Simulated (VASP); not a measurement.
H2, 2 atoms in the cell. The cell holds a molecule in a box, 2 atoms: a = 10.000 Å, b = 10.000 Å, c = 10.000 Å, α = 90.00°, β = 90.00°, γ = 90.00°. 

```yaml
Program: VASP 6.6.1
Task: single point
Functional: PBE
Dispersion: D3(BJ)
Potentials_or_basis: VASP PAW PBE potentials, release 64 (H)
Cutoff: 400 eV
k_mesh: 1 × 1 × 1
Occupations: gaussian, width 0.02 eV
Spin: no spin polarisation
Dipole_correction: no
Further_INCAR_settings: ALGO = Normal; EDIFF = 1e-06; NBANDS = 8; NELMDL = -8
```

Potentials or basis: VASP PAW PBE potentials, release 64 (H).

Run with:

```console
$ cat potpaw_PBE.64/H/POTCAR > POTCAR
$ mpirun -np 1 vasp_gam > vasp.out
```

Hardware: 1 thread of Intel Xeon 8259CL, on a shared host.

Question: Estimate the wall time of this run.

Answer: It took 71 s on 1 thread of Intel Xeon 8259CL, on a shared host, peak memory 0.62 GiB. Counts: scf iterations 20, k points 1.
